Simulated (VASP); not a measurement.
Input of a VASP 6.6.1 run:

Contents of INCAR:

```
SYSTEM = WC
PREC = Accurate
ENCUT = 520
EDIFF = 1E-8
ISMEAR = -1
SIGMA = 0.05
LREAL = .False.
LASPH = .True.
NELM = 60
ALGO = Normal
ISIF = 2
LWAVE = .False.
LCHARG = .False.
GGA = PS
NBANDS = 16
IBRION = 8
NSW = 1
```

Contents of KPOINTS:

```
Automatic mesh
0
Gamma
  7 7 7
  0 0 0
```

Contents of POSCAR:

```
WC
1.0
    2.9065000000      0.0000000000      0.0000000000
   -1.4532500000      2.5171028361      0.0000000000
    0.0000000000      0.0000000000      2.8366000000
W C
1 1
Direct
    0.0000000000      0.0000000000      0.0000000000
    0.6666666667      0.3333333333      0.5000000000
```

Potentials or basis: VASP PAW PBE potentials, release 64 (W_sv, C).

The run is started by

```bash
$ cat potpaw_PBE.64/W_sv/POTCAR potpaw_PBE.64/C/POTCAR > POTCAR
$ mpirun -np 1 vasp_std > vasp.out
```

**Question.** Predict the highest phonon frequency at Γ, LO-TO splitting left out.

**Answer.** 624 cm⁻¹.

Phonon frequencies in cm⁻¹ (negative: imaginary):
```tsv
q point	frequencies
(0.000, 0.000, 0.000)	0 0 0 584 624 624
```

Caveat: the cell wasn't relaxed at this level first, which shifts response properties.
